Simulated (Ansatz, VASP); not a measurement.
## I: VASP beside Ansatz

INCAR

```
PREC = Accurate ; ENCUT = 500
EDIFF = 1E-6 ; ISMEAR = 0
SIGMA = 0.1 ; LREAL = F
LASPH = T ; NELM = 120
ALGO = Normal ; ISIF = 2
LWAVE = F ; LCHARG = F
GGA = PE ; NBANDS = 10
GGA_COMPAT = F
```

File KPOINTS:

```
Automatic mesh
0
Gamma
  6 6 6
```

File POSCAR:

```
I
1.0
    0.0000000000      2.3457205076      3.8769827795
    2.1738223649      0.0000000000      3.8769827795
    2.1738223649      2.3457205076      0.0000000000
I
1
Direct
    0.0000000000      0.0000000000      0.0000000000
```

Input for Ansatz:

```yaml
crystal:
  lattice:
    - [0.0, 2.3457205076, 3.8769827795]
    - [2.1738223649, 0.0, 3.8769827795]
    - [2.1738223649, 2.3457205076, 0.0]
  atoms:
    - { symbol: I, position: [0.0, 0.0, 0.0] }
basis:
  ecutwfc: 420
kpoints:
  mp_grid: { grid: [6, 6, 6] }
hamiltonian:
  xc: pbe
scf:
  occupations: { method: gaussian, width: 0.1 }
output:
  forces: true
  stress: true
  eigenvalues: true
```

Alike in both runs: task single point; functional PBE; k mesh 6 × 6 × 6; occupations gaussian, width 0.1 eV; no spin polarisation.

|  | VASP | Ansatz |
| --- | --- | --- |
| version | VASP 6.6.1 | Ansatz 0.2.0 |
| potentials or method | VASP PAW PBE potentials, release 64 (I), cutoff 500 eV | scalar-relativistic, plane waves, PAW |
| valence electrons in the cell | 7 | 17 |

```tsv
	VASP	Ansatz	Ansatz less VASP
gap on the k mesh at the Fermi level (eV)	none	none	-
pressure (GPa)	1.3	1.3	+0.04
traceless stress, the component that is largest in VASP (GPa)	-0.32	-0.36	-0.039
```

A gap of «none» marks a metal or a gap that the smearing closes. The functional is the same, so the differences come from potentials, cutoffs and numerics. VASP's potentials hold 7 valence electrons a cell and Ansatz's 17, so a difference there can come from the potentials and not from the codes.

Neither program's run includes spin-orbit coupling.
